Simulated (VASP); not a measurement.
# SiO2 (I-42d) in VASP: notebook, part 2 of 2

VASP 6.6.1. Earlier steps stand in the parts before.

### 3 Single point, r2SCAN

This run uses another cell than the first one, of 14.92 Å³/atom.

POSCAR

```
SiO2
1.0
   -2.4740863888      2.4740863888      3.6560813310
    2.4740863888     -2.4740863888      3.6560813310
    2.4740863888      2.4740863888     -3.6560813310
Si O
2 4
Direct
    0.0000000000      0.0000000000      0.0000000000
    0.7500000000      0.2500000000      0.5000000000
    0.9729390229      0.6250000000      0.8479390229
    0.3750000000      0.2229390229      0.3479390229
    0.7770609771      0.1250000000      0.1520609771
    0.8750000000      0.0270609771      0.6520609771
```

INCAR.step1

```
SYSTEM = SiO2
  PREC = Accurate
  ENCUT = 660
  ISMEAR = 0
  SIGMA = 0.02
  LREAL = .False.
  LASPH = .True.
  NELM = 120
  NBANDS = 25
  GGA = PE
  ALGO = Normal
  EDIFF = 1E-5
  LWAVE = .True.
  LCHARG = .False.
  GGA_COMPAT = .False.
```

INCAR.step2

```
SYSTEM = SiO2
  PREC = Accurate
  ENCUT = 660
  EDIFF = 1E-6
  ISMEAR = 0
  SIGMA = 0.02
  LREAL = .False.
  LASPH = .True.
  NELM = 120
  ALGO = Normal
  ISIF = 2
  LWAVE = .False.
  LCHARG = .False.
  METAGGA = R2SCAN
  LMIXTAU = .True.
  NBANDS = 25
  ISTART = 1
  GGA_COMPAT = .False.
```

KPOINTS

```
Automatic mesh
0
Gamma
  8 8 8
  0 0 0
```

Potentials or basis: VASP PAW PBE potentials, release 64 (Si, O).

Run with:

```console
$ cat potpaw_PBE.64/Si/POTCAR potpaw_PBE.64/O/POTCAR > POTCAR
$ cp INCAR.step1 INCAR
$ mpirun -np 1 vasp_std > vasp.out
$ cp INCAR.step2 INCAR
$ mpirun -np 1 vasp_std > vasp.out
```

OUTCAR:

```text
SYSTEM = SiO2
   PREC = Accurate
   ENCUT = 660
   EDIFF = 1E-6
   ISMEAR = 0
   LREAL = .False.
   LASPH = .True.
   NELM = 120
   ISIF = 2
   METAGGA = R2SCAN
   ISTART = 1

 ion  position               nearest neighbor table
   1  0.000  0.000  0.000-   3 1.61   4 1.61   5 1.61   6 1.61   2 3.08   2 3.08   2 3.08   2 3.08

   2  0.750  0.250  0.500-   3 1.61   4 1.61   5 1.61   6 1.61   1 3.08   1 3.08   1 3.08   1 3.08

   3  0.973  0.625  0.848-   1 1.61   2 1.61
   4  0.375  0.223  0.348-   1 1.61   2 1.61
   5  0.777  0.125  0.152-   1 1.61   2 1.61
   6  0.875  0.027  0.652-   1 1.61   2 1.61

  LATTYP: Found a body centered tetragonal cell.
 ALAT       =     4.9481727776
 C/A-ratio  =     1.4777500687

  Lattice vectors:

 A1 = (  -2.4740863888,   2.4740863888,   3.6560813310)
 A2 = (   2.4740863888,  -2.4740863888,   3.6560813310)
 A3 = (   2.4740863888,   2.4740863888,  -3.6560813310)

Analysis of symmetry for initial positions (statically):
=====================================================================
 Subroutine PRICEL returns:
 Original cell was already a primitive cell.

[... 175 lines left out ...]
  free energy    TOTEN  =       -59.62013192 eV

  energy without entropy =      -59.62013192  energy(sigma->0) =      -59.62013192

 E-fermi :  -0.7464     XC(G=0):  -8.6076

 val. band max:       -0.8696382374   @ k =   0.0000   0.0000   0.0000
 cond. band min:       5.6861268085   @ k =   0.0000   0.0000   0.0000
 fundamental gap:      6.5557650459
 Fermi energy:        -0.7464159681

 k-point     1 :       0.0000    0.0000    0.0000
  band No.  band energies     occupation
      1     -21.0671      2.00000
      2     -19.0209      2.00000
      3     -19.0209      2.00000
      4     -18.9621      2.00000
      5     -10.1642      2.00000
      6      -6.4746      2.00000
[... 661 lines left out ...]
     24      13.3172      0.00000
     25      13.7371      0.00000

 [... further k-points ...]
[... 5 lines left out ...]
  --------------------------------------------------------------------------------------
  -------------------------------------------------------------------------------------
  Total       -0.0813516     -0.0813516     -0.0453931      0.0000000      0.0000000      0.0000000
  in kB       -1.4560326     -1.4560326     -0.8124467      0.0000000      0.0000000      0.0000000
  external PRESSURE =      -1.2415039 kB  Pullay stress =       0.0000000 kB

 VOLUME and BASIS-vectors are now :
 -----------------------------------------------------------------------------
  energy-cutoff  :      660.00
  volume of cell :       89.52
      direct lattice vectors                 reciprocal lattice vectors
    -2.474086389  2.474086389  3.656081331     0.000000000  0.202094802  0.136758446
     2.474086389 -2.474086389  3.656081331     0.202094802  0.000000000  0.136758446
     2.474086389  2.474086389 -3.656081331     0.202094802  0.202094802  0.000000000

 POSITION                                       TOTAL-FORCE (eV/Angst)
 -----------------------------------------------------------------------------------
      0.00000      0.00000      0.00000         0.000000      0.000000     -0.000000
      0.00000      2.47409      1.82804        -0.000000      0.000000      0.000000
      1.23704      2.95871      2.74206         0.000000     -0.007442     -0.000000
      0.48462      1.23704      0.91402        -0.007442      0.000000     -0.000000
     -1.23704      1.98947      2.74206        -0.000000      0.007442     -0.000000
     -0.48462      3.71113      0.91402         0.007442      0.000000     -0.000000
 -----------------------------------------------------------------------------------
    total drift:                                0.000000      0.000000     -0.000000

  FREE ENERGIE OF THE ION-ELECTRON SYSTEM (eV)
  ---------------------------------------------------
  free  energy   TOTEN  =       -59.6201319172 eV

  energy  without entropy=      -59.6201319172  energy(sigma->0) =      -59.62013192
```

Run time: 11 min. Hardware: 1 thread of Oxide Virtual Turin-like, shared host; peak memory 0.33 GiB.

Results:

| Item | Value |
| --- | --- |
| Free energy | -59.6201 eV |
| Pressure | -0.1 GPa |
| Largest force | 0.007 eV/Å |
| Band gap on the k mesh | 6.56 eV |

Forces in eV/Å, atoms in the order of the input:
```
Si   0.000  0.000  0.000
Si   0.000  0.000  0.000
O    0.000 -0.007  0.000
O   -0.007  0.000  0.000
O    0.000  0.007  0.000
O    0.007  0.000  0.000
```

Levels at points of the mesh, in eV from the valence-band top:
| k point | band 14 | band 15 | band 16 | band 17 | band 18 | band 19 |
| --- | --- | --- | --- | --- | --- | --- |
| (0.00, 0.00, 0.00) | -0.70 | 0.00 | 0.00 | 6.56 | 9.70 | 11.71 |
| (0.50, 0.00, 0.00) | -0.80 | -0.49 | -0.14 | 9.07 | 9.59 | 10.51 |
| (0.50, 0.50, 0.00) | -0.99 | -0.34 | -0.34 | 9.87 | 9.87 | 11.22 |
| (0.50, 0.50, 0.50) | -1.50 | -0.32 | -0.32 | 9.63 | 9.63 | 11.12 |

Caveat: the PAW data sets were made with another functional, which shifts forces and pressure a little. A k mesh can miss the band edges.
